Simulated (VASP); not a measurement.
Write the native input for VASP 6.6.1 that does the following.

```
Task                   : single point
Functional             : r2SCAN
Potentials or basis    : VASP PAW PBE potentials, release 64 (In_d, P)
Cutoff                 : 520 eV
k mesh                 : 6 × 6 × 6
Occupations            : gaussian, width 0.1 eV
Spin                   : no spin polarisation
Dipole correction      : no
Further INCAR settings : ALGO = Normal; EDIFF = 1e-07; NBANDS = 16
```

InP:

```
In P
1.0
     0.00000    2.93050    2.93050
     2.93050    0.00000    2.93050
     2.93050    2.93050    0.00000
In P
1 1
Direct
  0.00000 0.00000 0.00000
  0.75000 0.75000 0.75000
```

One way to write it, as run:

POSCAR

```
InP
1.0
    0.0000000000      2.9305000000      2.9305000000
    2.9305000000      0.0000000000      2.9305000000
    2.9305000000      2.9305000000      0.0000000000
In P
1 1
Direct
    0.0000000000      0.0000000000      0.0000000000
    0.7500000000      0.7500000000      0.7500000000
```

INCAR.step1

```
PREC = Accurate
ENCUT = 520
ISMEAR = 0
SIGMA = 0.1
LREAL = F
LASPH = T
NELM = 60
NBANDS = 16
GGA = PE
ALGO = Normal
EDIFF = 1E-4
LWAVE = T
LCHARG = F
```

INCAR.step2

```
PREC = Accurate
ENCUT = 520
EDIFF = 1E-7
ISMEAR = 0
SIGMA = 0.1
LREAL = F
LASPH = T
NELM = 60
ALGO = Normal
ISIF = 2
LWAVE = F
LCHARG = T
METAGGA = R2SCAN
LMIXTAU = T
LELF = T
LVHAR = T
NBANDS = 16
ISTART = 1
```

KPOINTS

```
Automatic mesh
0
Gamma
  6 6 6
```

Potentials or basis: VASP PAW PBE potentials, release 64 (In_d, P).

Launch:

```bash
$ cat potpaw_PBE.64/In_d/POTCAR potpaw_PBE.64/P/POTCAR > POTCAR
$ cp INCAR.step1 INCAR
$ mpirun -np 1 vasp_std > vasp.out
$ cp INCAR.step2 INCAR
$ mpirun -np 1 vasp_std > vasp.out
```

Results of the run:

| Item | Value |
| --- | --- |
| Pressure | 1.6 GPa |
| Band gap on the k mesh | 1.17 eV, direct |

Caveat: the PAW data sets were made with another functional, which shifts forces and pressure a little; spin-orbit coupling is left out, which moves the levels of the heavy elements.

Wall time 75 s on 1 thread of Intel Xeon 8259CL, on a shared host, peak memory 0.18 GiB.
